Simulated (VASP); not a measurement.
A run of VASP 6.6.1:

INCAR

```
PREC = Accurate
ENCUT = 520
EDIFF = 1E-6
ISMEAR = -1
SIGMA = 0.1
LREAL = F
LASPH = T
NELM = 150
ALGO = Normal
ISIF = 2
LWAVE = F
LCHARG = F
ISPIN = 2
MAGMOM = 1.7
LORBIT = 11
LMAXMIX = 4
GGA = PE
NBANDS = 14
```

File KPOINTS:

```
regular mesh
0
Gamma
  17 17 17
```

Contents of POSCAR:

```
Co
1.0
    2.2372007077      0.0000000000      0.0000000000
    0.0000000000      2.2372007077      0.0000000000
    0.0000000000      0.0000000000      2.2372007077
Co
1
Direct
    0.0000000000      0.0000000000      0.0000000000
```

Potentials or basis: VASP PAW PBE potentials, release 64 (Co).

Launch:

```bash
$ cat potpaw_PBE.64/Co/POTCAR > POTCAR
$ mpirun -np 1 vasp_std > vasp.out
```

Hardware: 1 thread of Intel(R) Xeon(R) Platinum 8488C (Sapphire Rapids), with other jobs on the host.

Question: Estimate the wall time of this run.

Answer: It took 28 s on 1 thread of Intel(R) Xeon(R) Platinum 8488C (Sapphire Rapids), with other jobs on the host, peak memory 0.15 GiB. Counts: scf iterations 13, k points 165.
